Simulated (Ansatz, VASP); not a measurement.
**Be: VASP beside Ansatz**

INCAR

```
SYSTEM = Be
  ALGO = Normal
  EDIFF = 1E-8
  ENCUT = 520
  GGA = PS
  GGA_COMPAT = .False.
  ISIF = 2
  ISMEAR = -1
  LASPH = .True.
  LCHARG = .False.
  LEFG = .True.
  LREAL = .False.
  LWAVE = .False.
  NBANDS = 9
  NELM = 120
  PREC = Accurate
  SIGMA = 0.05
```

Contents of KPOINTS:

```
k-points
0
Gamma
  20 20 11
  0 0 0
```

The input POSCAR:

```
Be
1.0
    2.3297620601      0.0000000000      0.0000000000
   -1.1648810301      2.0176331288      0.0000000000
    0.0000000000      0.0000000000      3.6482856972
Be
2
Direct
    0.3333333333      0.6666666667      0.2500000000
    0.6666666667      0.3333333333      0.7500000000
```

Input for Ansatz:

```yaml
crystal:
  lattice:
    - [2.3297620601, 0.0, 0.0]
    - [-1.1648810301, 2.0176331288, 0.0]
    - [0.0, 0.0, 3.6482856972]
  atoms:
    - { symbol: Be, position: [0.3333333333, 0.6666666667, 0.25] }
    - { symbol: Be, position: [0.6666666667, 0.3333333333, 0.75] }
kpoints:
  mp_grid: { grid: [20, 20, 11] }
scf:
  occupations: { method: fermi_dirac, width: 0.05 }
hamiltonian:
  xc: pbesol
  pseudopotentials: { kind: paw }
output:
  forces: true
  stress: true
  eigenvalues: true
  efg: { contact_densities: true }
```

Change from the starting cell: functional pbesol, volume scaled by 1.04, PAW files.

Alike in both runs: task electric field gradients; functional PBEsol; k mesh 20 × 20 × 11; occupations fermi-dirac, width 0.05 eV; no spin polarisation.

```csv
,VASP,Ansatz
version,VASP 6.6.1,Ansatz 0.2.0
potentials or method,"VASP PAW PBE potentials, release 64 (Be)","PAW with Ansatz's default frozen-core files, scalar-relativistic"
plane-wave cutoff (eV),520,420
valence electrons in the cell,4,4
```

|  | VASP | Ansatz | Ansatz less VASP |
| --- | --- | --- | --- |
| pressure (GPa) | -9.3 | -9.6 | -0.29 |
| traceless stress, the component that is largest in VASP (GPa) | -0.29 | -0.33 | -0.043 |
| size of Vzz on the site where it differs most (V/Å²) | 0.6 | 0.4 | -0.23 |

VASP's potentials were made for PBE, not for PBEsol. With one functional, cell and mesh, what is left measures potentials, basis and numerics.
